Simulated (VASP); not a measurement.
# NaH6Os2 (F-43m) in VASP: single point with RPBE

Aim: the single point of NaH6Os2 with RPBE.

Everything below comes from runs of VASP 6.6.1. Logs are shortened: lines on timing, memory, paths and dates and some standing lists are left out, and cuts for length are marked.

### 1 The cell of the first run

Symmetry: F-43m, No. 216, cubic system. The conventional cell has a = 6.947 Å, b = 6.947 Å, c = 6.947 Å, α = 90.00°, β = 90.00°, γ = 90.00°. Within 2.4 Å of Na (site symmetry -43m) lie 6 H at 1.82 Å. Within 2.2 Å of H (site symmetry 2mm) lie 1 Os at 1.66 Å and 1 Na at 1.82 Å. Within 3.2 Å of Os (site symmetry -43m) lie 12 H at 2.46 Å and 4 Na at 3.01 Å and 4 Os at 3.01 Å. Os (site symmetry -43m) has 6 H at 1.66 Å within 2.2 Å.

### 2 Single point, RPBE

File INCAR:

```
SYSTEM = NaH6Os2
PREC = Accurate
ENCUT = 600
EDIFF = 1E-6
ISMEAR = 0
SIGMA = 0.1
LREAL = .FALSE.
LASPH = .TRUE.
NELM = 120
ALGO = Normal
ISIF = 2
LWAVE = .FALSE.
LCHARG = .FALSE.
GGA = RP
NBANDS = 24
GGA_COMPAT = .FALSE.
```

File KPOINTS:

```
Automatic mesh
0
G
  10 10 10
  0 0 0
```

File POSCAR:

```
NaH6Os2
1.0
    0.0000000000      3.4734352152      3.4734352152
    3.4734352152      0.0000000000      3.4734352152
    3.4734352152      3.4734352152      0.0000000000
Na H Os
1 6 2
Direct
    0.5000000000      0.5000000000      0.5000000000
    0.7616662908      0.2383337092      0.2383337092
    0.2383337092      0.7616662908      0.7616662908
    0.2383337092      0.2383337092      0.7616662908
    0.7616662908      0.7616662908      0.2383337092
    0.7616662908      0.2383337092      0.7616662908
    0.2383337092      0.7616662908      0.2383337092
    0.2500000000      0.2500000000      0.2500000000
    0.0000000000      0.0000000000      0.0000000000
```

Potentials or basis: VASP PAW PBE potentials, release 64 (Na_pv, H, Os).

Started as:

```bash
$ cat potpaw_PBE.64/Na_pv/POTCAR potpaw_PBE.64/H/POTCAR potpaw_PBE.64/Os/POTCAR > POTCAR
$ mpirun -np 1 vasp_std > vasp.out
```

OUTCAR:

```text
SYSTEM = NaH6Os2
   PREC = Accurate
   ENCUT = 600
   EDIFF = 1E-6
   ISMEAR = 0
   LREAL = .FALSE.
   LASPH = .TRUE.
   NELM = 120
   ISIF = 2
   GGA = RP

 ion  position               nearest neighbor table
   1  0.500  0.500  0.500-   2 1.82   3 1.82   4 1.82   5 1.82   6 1.82   7 1.82   8 3.01   8 3.01
                             8 3.01   8 3.01
   2  0.762  0.238  0.238-   9 1.66   1 1.82
   3  0.238  0.762  0.762-   9 1.66   1 1.82
   4  0.238  0.238  0.762-   9 1.66   1 1.82
   5  0.762  0.762  0.238-   9 1.66   1 1.82
   6  0.762  0.238  0.762-   9 1.66   1 1.82
   7  0.238  0.762  0.238-   9 1.66   1 1.82
   8  0.250  0.250  0.250-   9 3.01   9 3.01   1 3.01   1 3.01   9 3.01   1 3.01   9 3.01   1 3.01

   9  0.000  0.000  0.000-   2 1.66   3 1.66   4 1.66   5 1.66   6 1.66   7 1.66   8 3.01   8 3.01
                             8 3.01   8 3.01

  LATTYP: Found a face centered cubic cell.
 ALAT       =     6.9468704304

  Lattice vectors:

 A1 = (   0.0000000000,   3.4734352152,   3.4734352152)
 A2 = (   3.4734352152,   0.0000000000,   3.4734352152)
 A3 = (   3.4734352152,   3.4734352152,   0.0000000000)

Analysis of symmetry for initial positions (statically):
=====================================================================
 Subroutine PRICEL returns:
 Original cell was already a primitive cell.

 Routine SETGRP: Setting up the symmetry group for a
 face centered cubic supercell.

 Subroutine GETGRP returns: Found 24 space group operations
 (whereof 24 operations were pure point group operations)
 out of a pool of 48 trial point group operations.

The static configuration has the point symmetry T_d .

Analysis of symmetry for dynamics (positions and initial velocities):
=====================================================================
 Subroutine PRICEL returns:
 Original cell was already a primitive cell.

 Routine SETGRP: Setting up the symmetry group for a
 face centered cubic supercell.

 Subroutine GETGRP returns: Found 24 space group operations
 (whereof 24 operations were pure point group operations)
 out of a pool of 48 trial point group operations.

The dynamic configuration has the point symmetry T_d .

 Subroutine INISYM returns: Found 24 space group operations
 (whereof 24 operations are pure point group operations),
 and found     1 'primitive' translations

----------------------------------------------------------------------------------------

                                     Primitive cell

  volume of cell :      83.8123

  direct lattice vectors                    reciprocal lattice vectors
     0.000000000  3.473435215  3.473435215    -0.143949712  0.143949712  0.143949712
     3.473435215  0.000000000  3.473435215     0.143949712 -0.143949712  0.143949712
     3.473435215  3.473435215  0.000000000     0.143949712  0.143949712 -0.143949712

  length of vectors
     4.912179189  4.912179189  4.912179189     0.249328215  0.249328215  0.249328215

  position of ions in fractional coordinates (direct lattice)
     0.500000000  0.500000000  0.500000000
     0.761666291  0.238333709  0.238333709
     0.238333709  0.761666291  0.761666291
     0.238333709  0.238333709  0.761666291
     0.761666291  0.761666291  0.238333709
     0.761666291  0.238333709  0.761666291
     0.238333709  0.761666291  0.238333709
     0.250000000  0.250000000  0.250000000
     0.000000000  0.000000000  0.000000000

  ion indices of the primitive-cell ions
   primitive index   ion index
                 1           1
                 2           2
                 3           3
                 4           4
                 5           5
                 6           6
                 7           7
                 8           8
                 9           9

----------------------------------------------------------------------------------------

 KPOINTS: Automatic mesh

Automatic generation of k-mesh.
 Grid dimensions read from file:
 generate k-points for:   10   10   10

 Generating k-lattice:

  Cartesian coordinates                     Fractional coordinates (reciprocal lattice)
    -0.014394971  0.014394971  0.014394971     0.100000000  0.000000000  0.000000000
     0.014394971 -0.014394971  0.014394971     0.000000000  0.100000000  0.000000000
     0.014394971  0.014394971 -0.014394971     0.000000000  0.000000000  0.100000000

  Length of vectors
     0.024932822  0.024932822  0.024932822

  Shift w.r.t. Gamma in fractional coordinates (k-lattice)
     0.000000000  0.000000000  0.000000000

 Subroutine IBZKPT returns following result:
 ===========================================

 Found     47 irreducible k-points:

 Following reciprocal coordinates:
            Coordinates               Weight
  0.000000  0.000000  0.000000      1.000000
  0.100000  0.000000  0.000000      8.000000
  0.200000  0.000000  0.000000      8.000000
  0.300000  0.000000  0.000000      8.000000
  0.400000  0.000000  0.000000      8.000000
  0.500000  0.000000  0.000000      4.000000
[... 16 lines left out ...]
  0.300000  0.300000  0.000000      6.000000
  0.400000  0.300000  0.000000     24.000000
 [... further k-points ...]
   k-points           NKPTS =     47   k-points in BZ     NKDIM =     47   number of bands    NBANDS=     24
   number of dos      NEDOS =    301   number of ions     NIONS =      9
   total plane-waves  NPLWV =  64000
   dimension x,y,z NGX =    40 NGY =   40 NGZ =   40
   dimension x,y,z NGXF=    80 NGYF=   80 NGZF=   80
   ions per type =               1   6   2
   NGX,Y,Z   is equivalent  to a cutoff of  13.54, 13.54, 13.54 a.u.
   NGXF,Y,Z  is equivalent  to a cutoff of  27.07, 27.07, 27.07 a.u.
 SYSTEM =  NaH6Os2
   PREC   = accura    normal or accurate (medium, high low for compatibility)
   ISTART =      0    job   : 0-new  1-cont  2-samecut
   ICHARG =      2    charge: 1-file 2-atom 10-const
   ISPIN  =      1    spin polarized calculation?
   LNONCOLLINEAR =      F non collinear calculations
   LSORBIT =      F    spin-orbit coupling
   LASPH  =      T    aspherical Exc in radial PAW
   ENCUT  =  600.0 eV  44.10 Ry    6.64 a.u.   9.81  9.81  9.81*2*pi/ulx,y,z
   NELM   =    120;   NELMIN=  2; NELMDL= -5     # of ELM steps
   EDIFF  = 0.1E-05   stopping-criterion for ELM
   LREAL  =      F    real-space projection
   EDIFFG = 0.1E-04   stopping-criterion for IOM
   NSW    =      0    number of steps for IOM
   IBRION =     -1    ionic relax: 0-MD 1-quasi-New 2-CG
   NFREE  =      0    steps in history (QN), initial steepest desc. (CG)
   ISIF   =      2    stress and relaxation
   ISYM   =      2    0-nonsym 1-usesym 2-fastsym
   POTIM  = 0.5000    time-step for ionic-motion
   TEBEG  =    0.0;   TEEND  =   0.0 temperature during run
   PSTRESS=    0.0 pullay stress
   NELECT =      29.0000    total number of electrons
   NUPDOWN=      -1.0000    fix difference up-down
   EMIN   =  10.00;   EMAX   =-10.00  energy-range for DOS
   EFERMI =   0.00;   METHOD = LEGACY
   ISMEAR =     0;   SIGMA  =   0.10  broadening in eV -4-tet -1-fermi 0-gaus
   EFERMI_NEDOS =   21; number of points for ismear=-14 and -15
   IALGO  =     38    algorithm
   IMIX   =      4    mixing-type and parameters
     AMIX     =   0.40;   BMIX     =  1.00
     AMIX_MAG =   1.60;   BMIX_MAG =  1.00
  volume/ion in A,a.u.               =       9.31        62.84
  Fermi-wavevector in a.u.,A,eV,Ry     =   1.149313  2.171887 17.972211  1.320920
  Thomas-Fermi vector in A             =   2.285983
   LORBIT       =      0    0 simple, 1 ext, 2 COOP (PROOUT), +10 PAW based schemes
   GGA     = RP    functional components
   LHFCALC =     F    Hartree Fock is set to
   AEXX    =    0.0000 exact exchange contribution
   IVDW    =     0    specifies the selected vdW correction
   LEPSILON=     F    determine dielectric tensor
   LRPA    =     F    only Hartree local field effects (RPA)
 non-spin polarized calculation
 Gauss-broadening in eV      SIGMA  =   0.10
  energy-cutoff  :      600.00
  volume of cell :       83.81
 maximum number of plane-waves:      2818
   NGX = 19   NGY = 19   NGZ = 19

 number of electron      29.0000006 magnetization

 Free energy of the ion-electron system (eV)
  ---------------------------------------------------
  ext. energy  EPLUGINS =         0.00000000
  ---------------------------------------------------
  free energy    TOTEN  =       -36.01094143 eV

  energy without entropy =      -35.97440492  energy(sigma->0) =      -35.99267317

 E-fermi :   2.5024     XC(G=0):  -9.8614

 val. band max:        2.4764161873   @ k =  -0.4000   0.5000   0.1000
 cond. band min:       2.5040258371   @ k =  -0.3000   0.3000   0.0000
 fundamental gap:      0.0276096498
 Fermi energy:         2.5024241234

 k-point     1 :       0.0000    0.0000    0.0000
  band No.  band energies     occupation
      1     -20.7550      2.00000
      2     -20.7550      2.00000
      3     -20.7550      2.00000
      4      -6.7134      2.00000
      5      -3.5928      2.00000
      6      -3.5928      2.00000
[... 16 lines left out ...]
     23       9.5663      0.00000
     24       9.5663      0.00000

 k-point     2 :       0.1000    0.0000    0.0000
  band No.  band energies     occupation
      1     -20.7554      2.00000
      2     -20.7551      2.00000
      3     -20.7551      2.00000
      4      -6.6215      2.00000
      5      -3.5968      2.00000
      6      -3.5968      2.00000
[... 16 lines left out ...]
     23       9.5807      0.00000
     24       9.6526      0.00000

 k-point     3 :       0.2000    0.0000    0.0000
  band No.  band energies     occupation
      1     -20.7564      2.00000
      2     -20.7553      2.00000
      3     -20.7553      2.00000
      4      -6.3554      2.00000
      5      -3.6063      2.00000
      6      -3.6063      2.00000
[... 16 lines left out ...]
     23       9.6405      0.00000
     24      10.0700      0.00000

 k-point     4 :       0.3000    0.0000    0.0000
  band No.  band energies     occupation
      1     -20.7577      2.00000
      2     -20.7555      2.00000
      3     -20.7555      2.00000
      4      -5.9500      2.00000
      5      -3.6161      2.00000
      6      -3.6161      2.00000
[... 16 lines left out ...]
     23       9.7407      0.00000
     24      10.8477      0.00000

 k-point     5 :       0.4000    0.0000    0.0000
  band No.  band energies     occupation
      1     -20.7587      2.00000
      2     -20.7557      2.00000
      3     -20.7557      2.00000
      4      -5.4997      2.00000
      5      -3.6226      2.00000
      6      -3.6226      2.00000
[... 16 lines left out ...]
     23       9.8448      0.00000
     24      12.0943      0.00000

 k-point     6 :       0.5000    0.0000    0.0000
  band No.  band energies     occupation
      1     -20.7591      2.00000
      2     -20.7558      2.00000
      3     -20.7558      2.00000
      4      -5.2620      2.00000
      5      -3.6248      2.00000
      6      -3.6248      2.00000
[... 16 lines left out ...]
     23       9.8910      0.00000
     24      13.3812      0.00000
[... 379 lines left out ...]
 k-point    21 :      -0.3000    0.2000    0.0000
  band No.  band energies     occupation
      1     -20.7581      2.00000
      2     -20.7559      2.00000
      3     -20.7558      2.00000
      4      -5.3962      2.00000
      5      -3.8473      2.00000
      6      -3.6179      2.00000
[... 16 lines left out ...]
     23      10.4434      0.00000
     24      12.3681      0.00000

 k-point    22 :      -0.2000    0.2000    0.0000
  band No.  band energies     occupation
      1     -20.7577      2.00000
      2     -20.7557      2.00000
      3     -20.7556      2.00000
      4      -5.8172      2.00000
      5      -3.6813      2.00000
      6      -3.6568      2.00000
[... 16 lines left out ...]
     23      10.1797      0.00000
     24      11.7075      0.00000

 k-point    23 :       0.3000    0.3000    0.0000
  band No.  band energies     occupation
      1     -20.7578      2.00000
      2     -20.7553      2.00000
      3     -20.7553      2.00000
      4      -5.7159      2.00000
      5      -4.0198      2.00000
      6      -3.3163      2.00000
[... 16 lines left out ...]
     23       9.9189      0.00000
     24      11.8661      0.00000

 k-point    24 :       0.4000    0.3000    0.0000
  band No.  band energies     occupation
      1     -20.7580      2.00000
      2     -20.7555      2.00000
      3     -20.7554      2.00000
      4      -5.3829      2.00000
      5      -4.1098      2.00000
      6      -3.2863      2.00000
[... 16 lines left out ...]
     23      10.3666      0.00000
     24      12.4351      0.00000

 [... further k-points ...]
[... 5 lines left out ...]
  --------------------------------------------------------------------------------------
  -------------------------------------------------------------------------------------
  Total        1.3989339      1.3989339      1.3989339     -0.0000000     -0.0000000      0.0000000
  in kB       26.7423866     26.7423866     26.7423866     -0.0000000     -0.0000000      0.0000000
  external PRESSURE =      26.7423866 kB  Pullay stress =       0.0000000 kB

 VOLUME and BASIS-vectors are now :
 -----------------------------------------------------------------------------
  energy-cutoff  :      600.00
  volume of cell :       83.81
      direct lattice vectors                 reciprocal lattice vectors
     0.000000000  3.473435215  3.473435215    -0.143949712  0.143949712  0.143949712
     3.473435215  0.000000000  3.473435215     0.143949712 -0.143949712  0.143949712
     3.473435215  3.473435215  0.000000000     0.143949712  0.143949712 -0.143949712

 POSITION                                       TOTAL-FORCE (eV/Angst)
 -----------------------------------------------------------------------------------
      3.47344      3.47344      3.47344         0.000000      0.000000      0.000000
      1.65567      3.47344      3.47344        -0.005056      0.000000      0.000000
      5.29120      3.47344      3.47344         0.005056      0.000000      0.000000
      3.47344      3.47344      1.65567         0.000000      0.000000     -0.005056
      3.47344      3.47344      5.29120         0.000000      0.000000      0.005056
      3.47344      5.29120      3.47344         0.000000      0.005056      0.000000
      3.47344      1.65567      3.47344         0.000000     -0.005056      0.000000
      1.73672      1.73672      1.73672         0.000000      0.000000      0.000000
      0.00000      0.00000      0.00000        -0.000000      0.000000      0.000000
 -----------------------------------------------------------------------------------
    total drift:                               -0.000000     -0.000000     -0.000000

  FREE ENERGIE OF THE ION-ELECTRON SYSTEM (eV)
  ---------------------------------------------------
  free  energy   TOTEN  =       -36.0109414275 eV

  energy  without entropy=      -35.9744049156  energy(sigma->0) =      -35.99267317
```

Wall time 3.5 min (1 thread of Intel Xeon 8259CL, shared host); peak memory 0.31 GiB.

What came out:

- Free energy: -36.0109 eV
- Pressure: 2.7 GPa
- Largest force: 0.005 eV/Å

Forces on the atoms (eV/Å):
```
Na   0.000  0.000  0.000
H   -0.005  0.000  0.000
H    0.005  0.000  0.000
H    0.000  0.000 -0.005
H    0.000  0.000  0.005
H    0.000  0.005  0.000
H    0.000 -0.005  0.000
Os   0.000  0.000  0.000
Os   0.000  0.000  0.000
```

Caveat: the PAW data sets were made with another functional, which shifts forces and pressure a little; spin-orbit coupling is left out, which moves the levels of the heavy elements.
